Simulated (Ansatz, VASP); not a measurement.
**Two plane-wave programs on BaS**

File INCAR:

```
  PREC = Accurate
  ENCUT = 520
  EDIFF = 1E-6
  ISMEAR = -1
  SIGMA = 0.05
  LREAL = F
  LASPH = T
  NELM = 80
  ALGO = Normal
  ISIF = 2
  LWAVE = F
  LCHARG = F
  GGA = PE
  NBANDS = 15
```

Contents of KPOINTS:

```
regular mesh
0
Gamma
  10 10 10
```

Contents of POSCAR:

```
BaS
1.0
    3.2391818453      0.0000000000      0.0000000000
    0.0000000000      3.2391818453      0.0000000000
    0.0000000000      0.0000000000      3.2391818453
Ba S
1 1
Direct
    0.0000000000      0.0000000000      0.0000000000
    0.5000000000      0.5000000000      0.5000000000
```

Input for Ansatz:

```yaml
crystal:
  lattice:
    - [3.2391818453, 0.0, 0.0]
    - [0.0, 3.2391818453, 0.0]
    - [0.0, 0.0, 3.2391818453]
  atoms:
    - { symbol: Ba, position: [0.0, 0.0, 0.0] }
    - { symbol: S, position: [0.5, 0.5, 0.5] }
kpoints:
  mp_grid: { grid: [10, 10, 10] }
scf:
  occupations: { method: fermi_dirac, width: 0.05 }
hamiltonian:
  xc: pbe
  pseudopotentials: { kind: paw }
output:
  forces: true
  stress: true
  eigenvalues: true
  populations: true
```

Change from the starting cell: volume scaled by 0.6, PAW files.

Alike in both runs: task single point; functional PBE; k mesh 10 × 10 × 10; occupations fermi-dirac, width 0.05 eV; no spin polarisation.

```csv
,VASP,Ansatz
version,VASP 6.6.1,Ansatz 0.2.0
potentials or method,"VASP PAW PBE potentials, release 64 (Ba_sv, S)","PAW with Ansatz's default frozen-core files, scalar-relativistic"
plane-wave cutoff (eV),520,420
valence electrons in the cell,16,16
```

VASP gave:

- pressure (GPa): 75.2

What did Ansatz give for the same quantities?

Pressure (GPa): 67.4.

The pressures are high and differ by over a tenth, so treat them with care.

Spin-orbit coupling is off throughout. Noted on VASP's run: the cell as given lies far from equilibrium.
